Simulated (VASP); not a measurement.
## InSe: single point with PBE

InSe:

```
CELL_PARAMETERS angstrom
2.04356 1.17985 9.31946
-2.04356 1.17985 9.31946
0.00000 -2.35970 9.31946
ATOMIC_POSITIONS crystal
In 0.00513 0.00513 0.00513
In 0.10620 0.10620 0.10620
Se 0.62626 0.62626 0.62626
Se 0.81841 0.81841 0.81841
```

```json
{
  "Program": "VASP 6.6.1",
  "Task": "single point",
  "Functional": "PBE",
  "Potentials or basis": "VASP PAW PBE potentials, release 64 (In_d, Se)",
  "Cutoff": "520 eV",
  "k mesh": "9 × 9 × 9",
  "Occupations": "gaussian, width 0.02 eV",
  "Spin": "no spin polarisation",
  "Dipole correction": "no",
  "Further INCAR settings": "ALGO = Normal; EDIFF = 1e-07; NBANDS = 27"
}
```

* Pressure: 0.0 GPa
* Largest force: 0.014 eV/Å
* Band gap on the k mesh: 0.83 eV (least direct gap 0.83 eV)

Forces on the atoms (eV/Å):
```
In   0.000  0.000  0.014
In   0.000  0.000 -0.014
Se   0.000  0.000 -0.014
Se   0.000  0.000  0.014
```

Levels at points of the mesh, in eV from the valence-band top:
```
           k point  band 15  band 16  band 17  band 18  band 19  band 20  band 21  band 22  band 23  band 24
(0.00, 0.00, 0.00)    -0.89    -0.89    -0.85    -0.85    -0.73     1.46     2.29     4.57     4.57     5.79
```

It took 53 min on 1 thread of Intel Xeon 8259CL (shared host), peak memory 0.89 GiB.

Caveat: spin-orbit coupling is left out, which moves the levels of the heavy elements. A k mesh can miss the band edges.
